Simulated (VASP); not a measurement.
Hf:

```
CELL_PARAMETERS angstrom
0.00000 2.22000 2.22000
2.22000 0.00000 2.22000
2.22000 2.22000 0.00000
ATOMIC_POSITIONS crystal
Hf 0.00000 0.00000 0.00000
```

| Item | Value |
| --- | --- |
| Program | VASP 6.6.1 |
| Task | relaxation of cell and atoms |
| Functional | revPBE |
| Potentials or basis | VASP PAW PBE potentials, release 64 (Hf_pv) |
| Cutoff | 600 eV |
| k mesh | 10 × 10 × 10 |
| Occupations | fermi-dirac, width 0.05 eV |
| Spin | no spin polarisation |

At the start: pressure 4.7 GPa; volume 21.88 Å³/atom.

How do energy, volume and symmetry change on relaxing?

Over 3 steps the energy falls by 14.2 meV/atom and the volume is 22.89 Å³/atom (+4.6 %); space group Fm-3m (No. 225, to 0.05 Å).

The path:
```
step  energy change (eV)  largest force (eV/Å)  pressure (GPa)  volume (Å³)
   1              0.0000                0.0000            4.74        21.88
   2              0.0011                0.0000           -4.24        24.00
   3             -0.0142                0.0000           -0.03        22.89
```

Final structure:
```xyz
1
Lattice="0.0000 2.2536 2.2536 2.2536 0.0000 2.2536 2.2536 2.2536 0.0000" Properties=species:S:1:pos:R:3 pbc="T T T"
Hf    0.0000    0.0000    0.0000
```

Caveat: the PAW data sets were made with another functional, which shifts forces and pressure a little.
